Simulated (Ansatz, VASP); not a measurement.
# Al2O3: VASP beside Ansatz

```xyz
10
Lattice="2.3803 1.3742 4.3319 -2.3803 1.3742 4.3319 0.0000 -2.7485 4.3319" Properties=species:S:1:pos:R:3 pbc="T T T"
Al    0.0000    0.0000    4.5765
Al    0.0000    0.0000    1.9213
Al    0.0000    0.0000    8.4191
Al    0.0000    0.0000   11.0743
O    -0.9203    1.3742    7.5808
O    -0.7300   -1.4841    7.5808
O     1.6503    0.1099    7.5808
O     0.9203   -1.3742    5.4148
O     0.7300    1.4841    5.4148
O    -1.6503   -0.1099    5.4148
```

Alike in both runs: task single point; functional PBEsol; dispersion D3(BJ); k mesh 6 × 6 × 6; no spin polarisation.

|  | VASP | Ansatz |
| --- | --- | --- |
| version | VASP 6.6.1 | Ansatz 0.2.0 |
| potentials or method | VASP PAW PBE potentials, release 64 (Al, O), cutoff 520 eV | plane waves, PAW |
| occupations | gaussian, width 0.01 eV | fixed |
| valence electrons in the cell | 48 | 48 |

```csv
,VASP,Ansatz,Ansatz less VASP
gap on the k mesh at the Fermi level (eV),6.12,6.11,-0.009
```

VASP's potentials were made for PBE, not for PBEsol.
